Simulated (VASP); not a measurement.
SiC: single point with PBEsol

The system is SiC.

```
CELL_PARAMETERS angstrom
0.00000 1.87248 1.87248
1.87248 0.00000 1.87248
1.87248 1.87248 0.00000
ATOMIC_POSITIONS crystal
C 0.00000 0.00000 0.00000
Si 0.50000 0.50000 0.50000
```

This cell differs from its parent crystal: volume scaled by 0.800.

```json
{
 "Program": "VASP 6.6.1",
 "Task": "single point",
 "Functional": "PBEsol",
 "Potentials or basis": "VASP PAW PBE potentials, release 64 (C, Si)",
 "Cutoff": "520 eV",
 "k mesh": "20 × 20 × 20",
 "Occupations": "gaussian, width 0.05 eV",
 "Spin": "no spin polarisation",
 "Dipole correction": "no",
 "Further INCAR settings": "ALGO = Normal; EDIFF = 1e-06; NBANDS = 11"
}
```

```yaml
Pressure: 94.9 GPa
Band_gap_on_the_k_mesh: 0.80 eV, indirect (least direct gap 6.13 eV)
```

Levels at points of the mesh, in eV from the valence-band top:
```csv
k point,band 1,band 2,band 3,band 4,band 5,band 6,band 7,band 8,band 9
"(0.00, 0.00, 0.00)",-21.43,0.00,0.00,0.00,8.90,8.90,8.90,12.16,15.06
"(0.50, 0.00, 0.00)",-15.24,-13.63,-1.77,-1.77,6.38,6.38,7.39,12.26,17.66
"(0.50, 0.50, 0.00)",-12.77,-12.17,-5.33,-5.33,0.80,1.21,18.35,18.50,18.50
```

Run time: 20 s on 1 thread of Intel Xeon 6975P-C, on a shared host, peak memory 0.15 GiB.

Caveat: the PAW data sets were made with another functional, which shifts forces and pressure a little. A k mesh can miss the band edges.
